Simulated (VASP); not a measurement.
# AgBr in VASP: a series of runs

Runs on AgBr. Level: PBE. Tasks: single point.

All numbers are computed with VASP 6.6.1; they aren't measurements. Logs are shortened: lines on timing, memory, paths and dates and some standing lists are left out, and cuts for length are marked.

## (1) The cell of the first run

The typed cell holds 4 atoms: a = 4.048 Å, b = 4.047 Å, c = 5.720 Å, α = 90.00°, β = 89.98°, γ = 90.00°.

## (2) Single point, PBE (23.43 Å³/atom)

INCAR reads:

```
SYSTEM = AgBr
  ALGO = Normal
  EDIFF = 1E-6
  ENCUT = 500
  GGA = PE
  GGA_COMPAT = .False.
  ISIF = 2
  ISMEAR = 0
  LASPH = .True.
  LCHARG = .True.
  LELF = .True.
  LREAL = .False.
  LVHAR = .True.
  LWAVE = .False.
  NBANDS = 26
  NELM = 120
  PREC = Accurate
  SIGMA = 0.01
```

KPOINTS reads:

```
k-points
0
Gamma
  6 6 4
  0 0 0
```

POSCAR reads:

```
AgBr
1.0
    4.0481077679      0.0000000000      0.0413820344
    0.0000000000      4.0474311444      0.0000000000
   -0.0565217222      0.0000000000      5.7201680985
Ag Br
2 2
Direct
    0.7498190468      0.7500000000      0.7499454562
    0.2501809532      0.2500000000      0.2500545438
    0.2497690821      0.2500000000      0.7500045594
    0.7502309179      0.7500000000      0.2499954406
```

Potentials or basis: VASP PAW PBE potentials, release 64 (Ag, Br).

Started as:

```console
$ cat potpaw_PBE.64/Ag/POTCAR potpaw_PBE.64/Br/POTCAR > POTCAR
$ mpirun -np 1 vasp_std > vasp.out
```

OUTCAR:

```text
SYSTEM = AgBr
   EDIFF = 1E-6
   ENCUT = 500
   GGA = PE
   ISIF = 2
   ISMEAR = 0
   LASPH = .True.
   LREAL = .False.
   NELM = 120
   PREC = Accurate

 ion  position               nearest neighbor table
   1  0.750  0.750  0.750-   4 2.86   4 2.86   3 2.86   3 2.86   3 2.86   3 2.86
   2  0.250  0.250  0.250-   3 2.86   3 2.86   4 2.86   4 2.86   4 2.86   4 2.86
   3  0.250  0.250  0.750-   2 2.86   2 2.86   1 2.86   1 2.86   1 2.86   1 2.86
   4  0.750  0.750  0.250-   1 2.86   1 2.86   2 2.86   2 2.86   2 2.86   2 2.86

  LATTYP: Found a simple monoclinic cell.
 ALAT       =     4.0483192776
 B/A-ratio  =     0.9997806168
 C/A-ratio  =     1.4130425366
 COS(beta)  =    -0.0003413984

  Lattice vectors:

 A1 = (   4.0481077679,   0.0000000000,   0.0413820344)
 A2 = (   0.0000000000,  -4.0474311444,   0.0000000000)
 A3 = (   0.0565217222,   0.0000000000,  -5.7201680985)

Analysis of symmetry for initial positions (statically):
=====================================================================
 Subroutine PRICEL returns:
 Original cell was already a primitive cell.

 Routine SETGRP: Setting up the symmetry group for a
 simple monoclinic supercell.

 Subroutine GETGRP returns: Found  4 space group operations
 (whereof  2 operations were pure point group operations)
 out of a pool of  4 trial point group operations.

The static configuration has the point symmetry S_2 .
 The point group associated with its full space group is C_2h.

Analysis of symmetry for dynamics (positions and initial velocities):
=====================================================================
 Subroutine PRICEL returns:
 Original cell was already a primitive cell.

 Routine SETGRP: Setting up the symmetry group for a
 simple monoclinic supercell.

 Subroutine GETGRP returns: Found  4 space group operations
 (whereof  2 operations were pure point group operations)
 out of a pool of  4 trial point group operations.

The dynamic configuration has the point symmetry S_2 .
 The point group associated with its full space group is C_2h.

 Subroutine INISYM returns: Found  4 space group operations
 (whereof  2 operations are pure point group operations),
 and found     1 'primitive' translations

----------------------------------------------------------------------------------------

                                     Primitive cell

  volume of cell :      93.7312

  direct lattice vectors                    reciprocal lattice vectors
     4.048107768  0.000000000  0.041382034     0.247004047  0.000000000  0.002440679
     0.000000000  4.047431144  0.000000000     0.000000000  0.247070293  0.000000000
    -0.056521722  0.000000000  5.720168099    -0.001786928  0.000000000  0.174802380

  length of vectors
     4.048319278  4.047431144  5.720447341     0.247016105  0.247070293  0.174811514

  position of ions in fractional coordinates (direct lattice)
     0.749819047  0.750000000  0.749945456
     0.250180953  0.250000000  0.250054544
     0.249769082  0.250000000  0.750004559
     0.750230918  0.750000000  0.249995441

  ion indices of the primitive-cell ions
   primitive index   ion index
                 1           1
                 2           2
                 3           3
                 4           4

----------------------------------------------------------------------------------------

 KPOINTS: k-points

Automatic generation of k-mesh.
 Grid dimensions read from file:
 generate k-points for:    6    6    4

 Generating k-lattice:

  Cartesian coordinates                     Fractional coordinates (reciprocal lattice)
     0.041167341  0.000000000  0.000406780     0.166666667  0.000000000  0.000000000
     0.000000000  0.041178382  0.000000000     0.000000000  0.166666667  0.000000000
    -0.000446732  0.000000000  0.043700595     0.000000000  0.000000000  0.250000000

  Length of vectors
     0.041169351  0.041178382  0.043702878

  Shift w.r.t. Gamma in fractional coordinates (k-lattice)
     0.000000000  0.000000000  0.000000000

 Subroutine IBZKPT returns following result:
 ===========================================

 Found     56 irreducible k-points:

 Following reciprocal coordinates:
            Coordinates               Weight
  0.000000  0.000000  0.000000      1.000000
  0.166667  0.000000  0.000000      2.000000
  0.333333  0.000000  0.000000      2.000000
  0.500000  0.000000  0.000000      1.000000
  0.000000  0.166667  0.000000      2.000000
  0.166667  0.166667  0.000000      4.000000
[... 16 lines left out ...]
  0.000000  0.166667  0.250000      4.000000
  0.166667  0.166667  0.250000      4.000000
 [... further k-points ...]
   k-points           NKPTS =     56   k-points in BZ     NKDIM =     56   number of bands    NBANDS=     26
   number of dos      NEDOS =    301   number of ions     NIONS =      4
   total plane-waves  NPLWV =  37800
   dimension x,y,z NGX =    30 NGY =   30 NGZ =   42
   dimension x,y,z NGXF=    60 NGYF=   60 NGZF=   84
   ions per type =               2   2
   NGX,Y,Z   is equivalent  to a cutoff of  12.32, 12.32, 12.21 a.u.
   NGXF,Y,Z  is equivalent  to a cutoff of  24.64, 24.64, 24.41 a.u.
 SYSTEM =  AgBr
   PREC   = accura    normal or accurate (medium, high low for compatibility)
   ISTART =      0    job   : 0-new  1-cont  2-samecut
   ICHARG =      2    charge: 1-file 2-atom 10-const
   ISPIN  =      1    spin polarized calculation?
   LNONCOLLINEAR =      F non collinear calculations
   LSORBIT =      F    spin-orbit coupling
   LASPH  =      T    aspherical Exc in radial PAW
   ENCUT  =  500.0 eV  36.75 Ry    6.06 a.u.   7.38  7.38 10.43*2*pi/ulx,y,z
   NELM   =    120;   NELMIN=  2; NELMDL= -5     # of ELM steps
   EDIFF  = 0.1E-05   stopping-criterion for ELM
   LREAL  =      F    real-space projection
   EDIFFG = 0.1E-04   stopping-criterion for IOM
   NSW    =      0    number of steps for IOM
   IBRION =     -1    ionic relax: 0-MD 1-quasi-New 2-CG
   NFREE  =      0    steps in history (QN), initial steepest desc. (CG)
   ISIF   =      2    stress and relaxation
   ISYM   =      2    0-nonsym 1-usesym 2-fastsym
   POTIM  = 0.5000    time-step for ionic-motion
   TEBEG  =    0.0;   TEEND  =   0.0 temperature during run
   PSTRESS=    0.0 pullay stress
   NELECT =      36.0000    total number of electrons
   NUPDOWN=      -1.0000    fix difference up-down
   EMIN   =  10.00;   EMAX   =-10.00  energy-range for DOS
   EFERMI =   0.00;   METHOD = LEGACY
   ISMEAR =     0;   SIGMA  =   0.01  broadening in eV -4-tet -1-fermi 0-gaus
   EFERMI_NEDOS =   21; number of points for ismear=-14 and -15
   IALGO  =     38    algorithm
   IMIX   =      4    mixing-type and parameters
     AMIX     =   0.40;   BMIX     =  1.00
     AMIX_MAG =   1.60;   BMIX_MAG =  1.00
  volume/ion in A,a.u.               =      23.43       158.13
  Fermi-wavevector in a.u.,A,eV,Ry     =   1.190002  2.248777 19.267267  1.416104
  Thomas-Fermi vector in A             =   2.326096
   LORBIT       =      0    0 simple, 1 ext, 2 COOP (PROOUT), +10 PAW based schemes
   GGA     = PE    functional components
   LHFCALC =     F    Hartree Fock is set to
   AEXX    =    0.0000 exact exchange contribution
   IVDW    =     0    specifies the selected vdW correction
   LEPSILON=     F    determine dielectric tensor
   LRPA    =     F    only Hartree local field effects (RPA)
 non-spin polarized calculation
 Gauss-broadening in eV      SIGMA  =   0.01
  energy-cutoff  :      500.00
  volume of cell :       93.73
 maximum number of plane-waves:      2405
 NGX is ok and might be reduce to    30
   NGX = 15   NGY = 15   NGZ = 21

 number of electron      35.9999982 magnetization

 Free energy of the ion-electron system (eV)
  ---------------------------------------------------
  ext. energy  EPLUGINS =         0.00000000
  ---------------------------------------------------
  free energy    TOTEN  =        -9.95243445 eV

  energy without entropy =       -9.95243445  energy(sigma->0) =       -9.95243445

 E-fermi :   3.7834     XC(G=0):  -9.9064

 val. band max:        3.7350948354   @ k =   0.5000   0.0000   0.5000
 cond. band min:       4.4023831643   @ k =   0.0000   0.0000   0.0000
 fundamental gap:      0.6672883289
 Fermi energy:         3.7833688955

 k-point     1 :       0.0000    0.0000    0.0000
  band No.  band energies     occupation
      1     -11.4080      2.00000
      2     -10.9165      2.00000
      3      -0.6180      2.00000
      4       0.6157      2.00000
      5       0.8452      2.00000
      6       0.8469      2.00000
[... 18 lines left out ...]
     25      13.6447      0.00000
     26      14.8368      0.00000

 k-point     2 :       0.1667    0.0000    0.0000
  band No.  band energies     occupation
      1     -11.3351      2.00000
      2     -10.9026      2.00000
      3      -0.5511      2.00000
      4      -0.0810      2.00000
      5       0.1628      2.00000
      6       0.3349      2.00000
[... 18 lines left out ...]
     25      13.5547      0.00000
     26      13.7721      0.00000

 k-point     3 :       0.3333    0.0000    0.0000
  band No.  band energies     occupation
      1     -11.1583      2.00000
      2     -10.9000      2.00000
      3      -0.8979      2.00000
      4      -0.6411      2.00000
      5      -0.3566      2.00000
      6      -0.3066      2.00000
[... 18 lines left out ...]
     25      11.8012      0.00000
     26      12.1522      0.00000

 k-point     4 :       0.5000    0.0000    0.0000
  band No.  band energies     occupation
      1     -10.9834      2.00000
      2     -10.9824      2.00000
      3      -1.1300      2.00000
      4      -1.1294      2.00000
      5      -0.4286      2.00000
      6      -0.4276      2.00000
[... 18 lines left out ...]
     25      11.2696      0.00000
     26      11.2743      0.00000

 k-point     5 :       0.0000    0.1667    0.0000
  band No.  band energies     occupation
      1     -11.3350      2.00000
      2     -10.9025      2.00000
      3      -0.5510      2.00000
      4      -0.0804      2.00000
      5       0.1618      2.00000
      6       0.3353      2.00000
[... 18 lines left out ...]
     25      13.5543      0.00000
     26      13.7687      0.00000

 k-point     6 :       0.1667    0.1667    0.0000
  band No.  band energies     occupation
      1     -11.2714      2.00000
      2     -10.8921      2.00000
      3      -0.4753      2.00000
      4      -0.3309      2.00000
      5      -0.3179      2.00000
      6      -0.0050      2.00000
[... 427 lines left out ...]
 k-point    21 :      -0.3333    0.0000    0.2500
  band No.  band energies     occupation
      1     -11.1056      2.00000
      2     -10.9216      2.00000
      3      -1.1859      2.00000
      4      -0.9078      2.00000
      5      -0.4496      2.00000
      6      -0.3302      2.00000
[... 18 lines left out ...]
     25      11.6364      0.00000
     26      11.7319      0.00000

 k-point    22 :      -0.1667    0.0000    0.2500
  band No.  band energies     occupation
      1     -11.2609      2.00000
      2     -10.9530      2.00000
      3      -0.8875      2.00000
      4      -0.1205      2.00000
      5      -0.0388      2.00000
      6       0.1343      2.00000
[... 18 lines left out ...]
     25      12.6102      0.00000
     26      13.1362      0.00000

 k-point    23 :       0.0000    0.1667    0.2500
  band No.  band energies     occupation
      1     -11.2609      2.00000
      2     -10.9528      2.00000
      3      -0.8876      2.00000
      4      -0.1204      2.00000
      5      -0.0383      2.00000
      6       0.1332      2.00000
[... 18 lines left out ...]
     25      12.6084      0.00000
     26      13.1338      0.00000

 k-point    24 :       0.1667    0.1667    0.2500
  band No.  band energies     occupation
      1     -11.2038      2.00000
      2     -10.9333      2.00000
      3      -0.8979      2.00000
      4      -0.4672      2.00000
      5      -0.2775      2.00000
      6      -0.0364      2.00000
[... 18 lines left out ...]
     25      12.2734      0.00000
     26      12.6516      0.00000

 [... further k-points ...]
[... 5 lines left out ...]
  --------------------------------------------------------------------------------------
  -------------------------------------------------------------------------------------
  Total        1.6183601      1.6199567      1.6228650      0.0000000      0.0000000     -0.0013010
  in kB       27.6631451     27.6904354     27.7401486      0.0000000      0.0000000     -0.0222383
  external PRESSURE =      27.6979097 kB  Pullay stress =       0.0000000 kB

 VOLUME and BASIS-vectors are now :
 -----------------------------------------------------------------------------
  energy-cutoff  :      500.00
  volume of cell :       93.73
      direct lattice vectors                 reciprocal lattice vectors
     4.048107768  0.000000000  0.041382034     0.247004047  0.000000000  0.002440679
     0.000000000  4.047431144  0.000000000     0.000000000  0.247070293  0.000000000
    -0.056521722  0.000000000  5.720168099    -0.001786928  0.000000000  0.174802380

 POSITION                                       TOTAL-FORCE (eV/Angst)
 -----------------------------------------------------------------------------------
      2.99296      3.03557      4.32084        -0.000520      0.000000      0.000593
      0.99863      1.01186      1.44071         0.000520      0.000000     -0.000593
      0.96870      1.01186      4.30049         0.001198     -0.000000      0.000606
      3.02289      3.03557      1.46106        -0.001198      0.000000     -0.000606
 -----------------------------------------------------------------------------------
    total drift:                               -0.000000      0.000000     -0.000000

  FREE ENERGIE OF THE ION-ELECTRON SYSTEM (eV)
  ---------------------------------------------------
  free  energy   TOTEN  =        -9.9524344454 eV

  energy  without entropy=       -9.9524344454  energy(sigma->0) =       -9.95243445
```

It took 93 s on 1 thread of Intel Xeon Platinum 8259CL at 2.50GHz (Skylake/Cascade Lake), shared host; peak memory 0.26 GiB.

Results:

* Free energy: -9.9524 eV
* Pressure: 2.8 GPa
* Band gap on the k mesh: 0.67 eV

A k mesh can miss the band edges.

[end of part 1 of 2]
